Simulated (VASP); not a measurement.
Be, 2 atoms in the cell. The structure is cubic, space group Fd-3m (No. 227). The conventional cell has a = 4.742 Å, b = 4.742 Å, c = 4.742 Å, α = 90.00°, β = 90.00°, γ = 90.00°. Within 2.7 Å of Be (site symmetry -43m) lie 4 Be at 2.05 Å.  This cell differs from its parent crystal: volume scaled by 0.92.

| Item | Value |
| --- | --- |
| Program | VASP 6.6.1 |
| Task | single point |
| Functional | PBEsol |
| Potentials or basis | VASP PAW PBE potentials, release 64 (Be) |
| Cutoff | 520 eV |
| k mesh | 13 × 13 × 13 |
| Occupations | fermi-dirac, width 0.1 eV |
| Spin | no spin polarisation |
| Dipole correction | no |
| Further INCAR settings | ALGO = Normal; EDIFF = 1e-07; NBANDS = 9 |

Potentials or basis: VASP PAW PBE potentials, release 64 (Be).

The run is started by

```console
$ cat potpaw_PBE.64/Be/POTCAR > POTCAR
$ mpirun -np 1 vasp_std > vasp.out
```

Hardware: 1 thread of AMD EPYC 7R13 Processor (Zen 3) (shared host).

How long does it take, and how much memory?

It took 18 s on 1 thread of AMD EPYC 7R13 Processor (Zen 3), with other jobs on the host, peak memory 0.12 GiB. Counts: scf iterations 10, k points 84.
